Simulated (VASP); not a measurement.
Write the native input for VASP 6.6.1 that does the following.

```
Task                   : single point
Functional             : PBE
Potentials or basis    : VASP PAW PBE potentials, release 64 (Hf_pv, B)
Cutoff                 : 520 eV
k mesh                 : 10 × 10 × 8
Occupations            : fermi-dirac, width 0.05 eV
Spin                   : no spin polarisation
Dipole correction      : no
Further INCAR settings : ALGO = Normal; EDIFF = 1e-06; NBANDS = 15
```

The structure of HfB2 lies in POSCAR:

```
HfB2
1.0
    3.1439597064      0.0000000000      0.0000000000
   -1.5719798532      2.7227489742      0.0000000000
    0.0000000000      0.0000000000      3.4907438488
Hf B
1 2
Direct
    0.0000000000      0.0000000000      0.0000000000
    0.6666666667      0.3333333333      0.5000000000
    0.3333333333      0.6666666667      0.5000000000
```

The input as run:

INCAR

```
PREC     = Accurate       # precision mode
ENCUT    = 520            # plane-wave cutoff, eV
EDIFF    = 1E-6           # SCF threshold, eV
ISMEAR   = -1             # smearing method
SIGMA    = 0.05           # smearing width, eV
LREAL    = False          # projectors in reciprocal space
LASPH    = True           # aspherical terms in the spheres
NELM     = 60             # most SCF steps
ALGO     = Normal         # electronic algorithm
ISIF     = 2              # what is computed and relaxed
LWAVE    = False          # write WAVECAR
LCHARG   = False          # write CHGCAR
GGA      = PE             # functional
NBANDS   = 15             # bands
```

KPOINTS

```
regular mesh
0
Gamma
  10 10 8
```

Potentials or basis: VASP PAW PBE potentials, release 64 (Hf_pv, B).

Command:

```bash
$ cat potpaw_PBE.64/Hf_pv/POTCAR potpaw_PBE.64/B/POTCAR > POTCAR
$ mpirun -np 1 vasp_std > vasp.out
```

It gave:

- Pressure: -0.4 GPa
- Band gap on the k mesh: zero (band 8 reaches 8.23 eV, above the bottom of band 9 at 7.39 eV)

Caveat: spin-orbit coupling is left out, which moves the levels of the heavy elements.

It took 21 s on 1 thread of Intel(R) Xeon(R) Platinum 8259CL CPU @ 2.50GHz (Skylake/Cascade Lake) (shared host), peak memory 0.16 GiB.
